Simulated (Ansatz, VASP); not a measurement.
**Two plane-wave programs on Be**

File INCAR:

```
ALGO = Normal
EDIFF = 1E-6
ENCUT = 520
GGA = PS
ISIF = 2
ISMEAR = -1
LASPH = T
LCHARG = T
LELF = T
LREAL = F
LVHAR = T
LWAVE = F
NBANDS = 7
NELM = 100
PREC = Accurate
SIGMA = 0.15
```

KPOINTS

```
k-points
0
Gamma
  17 17 17
```

POSCAR

```
Be
1.0
   -1.2531210000      1.2531210000      1.2531210000
    1.2531210000     -1.2531210000      1.2531210000
    1.2531210000      1.2531210000     -1.2531210000
Be
1
Direct
    0.0000000000      0.0000000000      0.0000000000
```

Input for Ansatz:

```yaml
crystal:
  lattice:
    - [-1.253121, 1.253121, 1.253121]
    - [1.253121, -1.253121, 1.253121]
    - [1.253121, 1.253121, -1.253121]
  atoms:
    - { symbol: Be, position: [0.0, 0.0, 0.0] }
kpoints:
  mp_grid:
    grid: [17, 17, 17]
hamiltonian:
  xc: pbesol
scf:
  occupations:
    method: fermi_dirac
    width: 0.15
output:
  forces: true
  stress: true
```

Alike in both runs: task single point; functional PBEsol; k mesh 17 × 17 × 17; occupations fermi-dirac, width 0.15 eV; no spin polarisation.

|  | VASP | Ansatz |
| --- | --- | --- |
| version | VASP 6.6.1 | Ansatz 0.2.0 |
| potentials or method | VASP PAW PBE potentials, release 64 (Be) | plane waves, PAW |
| plane-wave cutoff (eV) | 520 | 420 |
| valence electrons in the cell | 2 | 2 |

VASP gave:

| Quantity | Value |
| --- | --- |
| pressure (GPa) | -1.3 |

Task: Estimate Ansatz's values.

Result: Pressure (GPa): -1.7.

VASP's potentials were made for PBE, not for PBEsol. The functional is the same, so the differences come from potentials, cutoffs and numerics.
